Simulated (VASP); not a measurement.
# Rh (Fm-3m) in VASP: a series of runs

The runs below take Rh through single point, with r2SCAN.

Program: VASP 6.6.1. These are calculated values, not measurements. Logs are shortened: lines on timing, memory, paths and dates and some standing lists are left out, and cuts for length are marked.

### Step 1. The cell of the first run

The structure is cubic, space group Fm-3m (No. 225). Conventional cell: a = 3.800 Å, b = 3.800 Å, c = 3.800 Å, α = 90.00°, β = 90.00°, γ = 90.00°. Rh (site symmetry m-3m) has 12 Rh at 2.69 Å within 3.5 Å.

### Step 2. Single point, r2SCAN

Input file POSCAR:

```
Rh
1.0
    0.0000000000      1.8999513062      1.8999513062
    1.8999513062      0.0000000000      1.8999513062
    1.8999513062      1.8999513062      0.0000000000
Rh
1
Direct
    0.0000000000      0.0000000000      0.0000000000
```

Input file INCAR.step1:

```
PREC = Accurate
ENCUT = 520
ISMEAR = 0
SIGMA = 0.1
LREAL = False
LASPH = True
NELM = 60
NBANDS = 14
GGA = PE
ALGO = Normal
EDIFF = 1E-4
LWAVE = True
LCHARG = False
```

Input file INCAR.step2:

```
PREC = Accurate
ENCUT = 520
EDIFF = 1E-6
ISMEAR = 0
SIGMA = 0.1
LREAL = False
LASPH = True
NELM = 60
ALGO = Normal
ISIF = 2
LWAVE = False
LCHARG = False
METAGGA = R2SCAN
LMIXTAU = True
NBANDS = 14
ISTART = 1
```

Input file KPOINTS:

```
Automatic mesh
0
Gamma
  18 18 18
```

Potentials or basis: VASP PAW PBE potentials, release 64 (Rh_pv).

Run with:

```
> cat potpaw_PBE.64/Rh_pv/POTCAR > POTCAR
> cp INCAR.step1 INCAR
> mpirun -np 1 vasp_std > vasp.out
> cp INCAR.step2 INCAR
> mpirun -np 1 vasp_std > vasp.out
```

OUTCAR:

```text
PREC = Accurate
   ENCUT = 520
   EDIFF = 1E-6
   ISMEAR = 0
   LREAL = False
   LASPH = True
   NELM = 60
   ISIF = 2
   METAGGA = R2SCAN
   ISTART = 1

 ion  position               nearest neighbor table
   1  0.000  0.000  0.000-

  LATTYP: Found a face centered cubic cell.
 ALAT       =     3.7999026124

  Lattice vectors:

 A1 = (   0.0000000000,   1.8999513062,   1.8999513062)
 A2 = (   1.8999513062,   0.0000000000,   1.8999513062)
 A3 = (   1.8999513062,   1.8999513062,   0.0000000000)

Analysis of symmetry for initial positions (statically):
=====================================================================
 Subroutine PRICEL returns:
 Original cell was already a primitive cell.

 Routine SETGRP: Setting up the symmetry group for a
 face centered cubic supercell.

 Subroutine GETGRP returns: Found 48 space group operations
 (whereof 48 operations were pure point group operations)
 out of a pool of 48 trial point group operations.

The static configuration has the point symmetry O_h .

Analysis of symmetry for dynamics (positions and initial velocities):
=====================================================================
 Subroutine PRICEL returns:
 Original cell was already a primitive cell.

 Routine SETGRP: Setting up the symmetry group for a
 face centered cubic supercell.

 Subroutine GETGRP returns: Found 48 space group operations
 (whereof 48 operations were pure point group operations)
 out of a pool of 48 trial point group operations.

The dynamic configuration has the point symmetry O_h .

 Subroutine INISYM returns: Found 48 space group operations
 (whereof 48 operations are pure point group operations),
 and found     1 'primitive' translations

----------------------------------------------------------------------------------------

                                     Primitive cell

  volume of cell :      13.7169

  direct lattice vectors                    reciprocal lattice vectors
     0.000000000  1.899951306  1.899951306    -0.263164639  0.263164639  0.263164639
     1.899951306  0.000000000  1.899951306     0.263164639 -0.263164639  0.263164639
     1.899951306  1.899951306  0.000000000     0.263164639  0.263164639 -0.263164639

  length of vectors
     2.686936905  2.686936905  2.686936905     0.455814526  0.455814526  0.455814526

  position of ions in fractional coordinates (direct lattice)
     0.000000000  0.000000000  0.000000000

  ion indices of the primitive-cell ions
   primitive index   ion index
                 1           1

----------------------------------------------------------------------------------------

 KPOINTS: Automatic mesh

Automatic generation of k-mesh.
 Grid dimensions read from file:
 generate k-points for:   18   18   18

 Generating k-lattice:

  Cartesian coordinates                     Fractional coordinates (reciprocal lattice)
    -0.014620258  0.014620258  0.014620258     0.055555556  0.000000000  0.000000000
     0.014620258 -0.014620258  0.014620258     0.000000000  0.055555556  0.000000000
     0.014620258  0.014620258 -0.014620258     0.000000000  0.000000000  0.055555556

  Length of vectors
     0.025323029  0.025323029  0.025323029

  Shift w.r.t. Gamma in fractional coordinates (k-lattice)
     0.000000000  0.000000000  0.000000000

 Subroutine IBZKPT returns following result:
 ===========================================

 Found    195 irreducible k-points:

 Following reciprocal coordinates:
            Coordinates               Weight
  0.000000  0.000000  0.000000      1.000000
  0.055556  0.000000  0.000000      8.000000
  0.111111  0.000000  0.000000      8.000000
  0.166667  0.000000  0.000000      8.000000
  0.222222  0.000000  0.000000      8.000000
  0.277778  0.000000  0.000000      8.000000
[... 16 lines left out ...]
 -0.277778  0.055556  0.000000     24.000000
 -0.222222  0.055556  0.000000     24.000000
 [... further k-points ...]
   k-points           NKPTS =    195   k-points in BZ     NKDIM =    195   number of bands    NBANDS=     14
   number of dos      NEDOS =    301   number of ions     NIONS =      1
   total plane-waves  NPLWV =   8000
   dimension x,y,z NGX =    20 NGY =   20 NGZ =   20
   dimension x,y,z NGXF=    40 NGYF=   40 NGZF=   40
   ions per type =               1
   NGX,Y,Z   is equivalent  to a cutoff of  12.37, 12.37, 12.37 a.u.
   NGXF,Y,Z  is equivalent  to a cutoff of  24.75, 24.75, 24.75 a.u.
 SYSTEM =  unknown system
   PREC   = accura    normal or accurate (medium, high low for compatibility)
   ISTART =      1    job   : 0-new  1-cont  2-samecut
   ICHARG =      0    charge: 1-file 2-atom 10-const
   ISPIN  =      1    spin polarized calculation?
   LNONCOLLINEAR =      F non collinear calculations
   LSORBIT =      F    spin-orbit coupling
   LASPH  =      T    aspherical Exc in radial PAW
   ENCUT  =  520.0 eV  38.22 Ry    6.18 a.u.   5.00  5.00  5.00*2*pi/ulx,y,z
   NELM   =     60;   NELMIN=  2; NELMDL=  0     # of ELM steps
   EDIFF  = 0.1E-05   stopping-criterion for ELM
   LREAL  =      F    real-space projection
   EDIFFG = 0.1E-04   stopping-criterion for IOM
   NSW    =      0    number of steps for IOM
   IBRION =     -1    ionic relax: 0-MD 1-quasi-New 2-CG
   NFREE  =      0    steps in history (QN), initial steepest desc. (CG)
   ISIF   =      2    stress and relaxation
   ISYM   =      2    0-nonsym 1-usesym 2-fastsym
   POTIM  = 0.5000    time-step for ionic-motion
   TEBEG  =    0.0;   TEEND  =   0.0 temperature during run
   PSTRESS=    0.0 pullay stress
   NELECT =      15.0000    total number of electrons
   NUPDOWN=      -1.0000    fix difference up-down
   EMIN   =  10.00;   EMAX   =-10.00  energy-range for DOS
   EFERMI =   0.00;   METHOD = LEGACY
   ISMEAR =     0;   SIGMA  =   0.10  broadening in eV -4-tet -1-fermi 0-gaus
   EFERMI_NEDOS =   21; number of points for ismear=-14 and -15
   IALGO  =     38    algorithm
   IMIX   =      4    mixing-type and parameters
     AMIX     =   0.40;   BMIX     =  1.00
     AMIX_MAG =   1.60;   BMIX_MAG =  1.00
  volume/ion in A,a.u.               =      13.72        92.57
  Fermi-wavevector in a.u.,A,eV,Ry     =   1.686629  3.187266 38.704709  2.844716
  Thomas-Fermi vector in A             =   2.769259
   LORBIT       =      0    0 simple, 1 ext, 2 COOP (PROOUT), +10 PAW based schemes
   METAGGA = R2SCAN    functional components
   LHFCALC =     F    Hartree Fock is set to
   AEXX    =    0.0000 exact exchange contribution
   IVDW    =     0    specifies the selected vdW correction
   LEPSILON=     F    determine dielectric tensor
   LRPA    =     F    only Hartree local field effects (RPA)
 non-spin polarized calculation
 Gauss-broadening in eV      SIGMA  =   0.10
  energy-cutoff  :      520.00
  volume of cell :       13.72
 maximum number of plane-waves:       380
   NGX =  9   NGY =  9   NGZ =  9

 number of electron      15.0000007 magnetization

 Free energy of the ion-electron system (eV)
  ---------------------------------------------------
  ext. energy  EPLUGINS =         0.00000000
  ---------------------------------------------------
  free energy    TOTEN  =       -24.13981872 eV

  energy without entropy =      -24.13304183  energy(sigma->0) =      -24.13643028

 E-fermi :  11.7810     XC(G=0): -15.2246

 val. band max:       11.7802882167   @ k =   0.5000   0.2222   0.1111
 cond. band min:      11.7948776272   @ k =   0.5000   0.3889   0.0000
 fundamental gap:      0.0145894104
 Fermi energy:        11.7810201635

 k-point     1 :       0.0000    0.0000    0.0000
  band No.  band energies     occupation
      1     -36.0213      2.00000
      2     -36.0213      2.00000
      3     -36.0213      2.00000
      4       3.5770      2.00000
      5       8.5895      2.00000
      6       8.5895      2.00000
      7       8.5895      2.00000
      8      10.6973      2.00000
      9      10.6973      2.00000
     10      28.4901      0.00000
     11      29.1465      0.00000
     12      34.2557      0.00000
     13      34.2557      0.00000
     14      34.2557      0.00000

 k-point     2 :       0.0556    0.0000    0.0000
  band No.  band energies     occupation
      1     -36.0461      2.00000
      2     -36.0246      2.00000
      3     -36.0246      2.00000
      4       3.7078      2.00000
      5       8.5312      2.00000
      6       8.6406      2.00000
      7       8.6406      2.00000
      8      10.6689      2.00000
      9      10.6689      2.00000
     10      28.6778      0.00000
     11      29.1465      0.00000
     12      33.5368      0.00000
     13      34.4439      0.00000
     14      34.4439      0.00000

 k-point     3 :       0.1111    0.0000    0.0000
  band No.  band energies     occupation
      1     -36.1172      2.00000
      2     -36.0342      2.00000
      3     -36.0342      2.00000
      4       4.0824      2.00000
      5       8.3861      2.00000
      6       8.7734      2.00000
      7       8.7734      2.00000
      8      10.6085      2.00000
      9      10.6085      2.00000
     10      29.1457      0.00000
     11      29.1782      0.00000
     12      32.0318      0.00000
     13      34.9899      0.00000
     14      34.9899      0.00000
[... 324 lines left out ...]
 k-point    23 :      -0.2778    0.0556    0.0000
  band No.  band energies     occupation
      1     -36.5370      2.00000
      2     -36.1189      2.00000
      3     -36.0842      2.00000
      4       5.7091      2.00000
      5       8.7392      2.00000
      6       8.9166      2.00000
      7       8.9760      2.00000
      8      10.9185      2.00000
      9      11.7154      1.64694
     10      26.1841      0.00000
     11      29.1463      0.00000
     12      29.8295      0.00000
     13      35.4804      0.00000
     14      38.0614      0.00000

 k-point    24 :      -0.2222    0.0556    0.0000
  band No.  band energies     occupation
      1     -36.4046      2.00000
      2     -36.0993      2.00000
      3     -36.0648      2.00000
      4       5.4700      2.00000
      5       8.2527      2.00000
      6       8.9831      2.00000
      7       9.0356      2.00000
      8      10.5196      2.00000
      9      11.2325      2.00000
     10      28.0243      0.00000
     11      29.1466      0.00000
     12      30.2728      0.00000
     13      35.7538      0.00000
     14      37.7027      0.00000

 [... further k-points ...]
[... 5 lines left out ...]
  --------------------------------------------------------------------------------------
  -------------------------------------------------------------------------------------
  Total        0.1026314      0.1026314      0.1026314      0.0000000      0.0000000      0.0000000
  in kB       11.9876362     11.9876362     11.9876362      0.0000000      0.0000000      0.0000000
  external PRESSURE =      11.9876362 kB  Pullay stress =       0.0000000 kB

 VOLUME and BASIS-vectors are now :
 -----------------------------------------------------------------------------
  energy-cutoff  :      520.00
  volume of cell :       13.72
      direct lattice vectors                 reciprocal lattice vectors
     0.000000000  1.899951306  1.899951306    -0.263164639  0.263164639  0.263164639
     1.899951306  0.000000000  1.899951306     0.263164639 -0.263164639  0.263164639
     1.899951306  1.899951306  0.000000000     0.263164639  0.263164639 -0.263164639

 POSITION                                       TOTAL-FORCE (eV/Angst)
 -----------------------------------------------------------------------------------
      0.00000      0.00000      0.00000         0.000000      0.000000     -0.000000
 -----------------------------------------------------------------------------------
    total drift:                                0.000000     -0.000000      0.000000

  FREE ENERGIE OF THE ION-ELECTRON SYSTEM (eV)
  ---------------------------------------------------
  free  energy   TOTEN  =       -24.1398187207 eV

  energy  without entropy=      -24.1330418346  energy(sigma->0) =      -24.13643028
```

Run time: 79 s. Hardware: 1 thread of Intel Xeon Platinum 8488C (Sapphire Rapids), shared host; peak memory 0.15 GiB.

Results:

```
Free energy : -24.1398 eV
Pressure    : 1.2 GPa
```

Caveat: the PAW data sets were made with another functional, which shifts forces and pressure a little.

### Step 3. Single point, r2SCAN

This run uses another cell than the first one, of 13.75 Å³/atom, 1.003 times its volume.

Input file POSCAR:

```
Rh
1.0
    0.0000000000     -1.9015500000     -1.9015500000
    1.9015500000      0.0000000000     -1.9015500000
    1.9015500000     -1.9015500000      0.0000000000
Rh
1
Direct
    0.0000000000      0.0000000000      0.0000000000
```

Input file INCAR.step1:

```
SYSTEM = Rh
PREC = Accurate
ENCUT = 550
ISMEAR = 0
SIGMA = 0.1
LREAL = .False.
LASPH = .True.
NELM = 120
NBANDS = 14
GGA = PE
ALGO = Normal
EDIFF = 1E-5
LWAVE = .True.
LCHARG = .False.
GGA_COMPAT = .False.
```

Input file INCAR.step2:

```
SYSTEM = Rh
PREC = Accurate
ENCUT = 550
EDIFF = 1E-6
ISMEAR = 0
SIGMA = 0.1
LREAL = .False.
LASPH = .True.
NELM = 120
ALGO = Normal
ISIF = 2
LWAVE = .False.
LCHARG = .False.
METAGGA = R2SCAN
LMIXTAU = .True.
NBANDS = 14
ISTART = 1
GGA_COMPAT = .False.
```

Input file KPOINTS:

```
regular mesh
0
Gamma
  8 8 8
  0 0 0
```

Potentials or basis: VASP PAW PBE potentials, release 64 (Rh_pv).

Run with:

```
> cat potpaw_PBE.64/Rh_pv/POTCAR > POTCAR
> cp INCAR.step1 INCAR
> mpirun -np 1 vasp_std > vasp.out
> cp INCAR.step2 INCAR
> mpirun -np 1 vasp_std > vasp.out
```

Run time: 44 s. Hardware: 1 thread of Intel Xeon 8259CL, shared host; peak memory 0.15 GiB.

The run converged. Its results:

```
Free energy : -24.1130 eV
Pressure    : 1.2 GPa
```

Levels at points of the mesh, in eV from the Fermi level:
| k point | band 3 | band 4 | band 5 | band 6 | band 7 | band 8 | band 9 | band 10 | band 11 | band 12 |
| --- | --- | --- | --- | --- | --- | --- | --- | --- | --- | --- |
| (0.00, 0.00, 0.00) | -47.80 | -8.21 | -3.19 | -3.19 | -3.19 | -1.09 | -1.09 | 16.66 | 17.43 | 22.42 |
| (0.50, 0.00, 0.00) | -47.90 | -6.36 | -3.31 | -3.31 | 0.57 | 0.57 | 0.87 | 9.06 | 16.23 | 17.43 |
| (0.50, 0.50, 0.00) | -48.08 | -6.57 | -6.20 | 0.49 | 1.03 | 1.03 | 3.44 | 12.85 | 13.97 | 13.97 |

Caveat: the PAW data sets were made with another functional, which shifts forces and pressure a little.

(Part 1 of 2 ends here.)
